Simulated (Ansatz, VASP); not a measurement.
**Two plane-wave programs on ScAl4**

```
Sc Al
1.0
    10.64407    0.00000    0.00000
    -5.32204    9.21804    0.00000
     0.00000    0.00000    3.17847
Sc Al
3 12
Cartesian
  5.3220 0.0000 0.0000
  -2.6610 4.6090 0.0000
  2.6610 4.6090 0.0000
  8.4150 1.2870 0.0000
  5.3220 6.6441 0.0000
  2.2291 1.2870 0.0000
  -3.0929 7.9311 0.0000
  0.0000 2.5740 0.0000
  3.0929 7.9311 0.0000
  6.6178 2.3246 1.5892
  5.3220 4.5689 1.5892
  4.0263 2.3246 1.5892
  -1.2958 6.8935 1.5892
  0.0000 4.6491 1.5892
  1.2958 6.8935 1.5892
```

Alike in both runs: functional PBE; k mesh 6 × 6 × 12; occupations gaussian, width 0.1 eV; no spin polarisation.

Ansatz relaxed the structure, and its values are those at the end. VASP's run is a single point on that final structure, the one shown.

|  | VASP | Ansatz |
| --- | --- | --- |
| version | VASP 6.6.1 | Ansatz 0.2.0 |
| potentials or method | VASP PAW PBE potentials, release 64 (Sc_sv, Al), cutoff 520 eV | scalar-relativistic, plane waves, PAW |
| valence electrons in the cell | 69 | 69 |

|  | VASP | Ansatz | Ansatz less VASP |
| --- | --- | --- | --- |
| gap on the k mesh at the Fermi level (eV) | none | none | - |
| pressure (GPa) | 0.0 | 0.0 | -0.01 |

A gap of «none» marks a metal or a gap that the smearing closes.
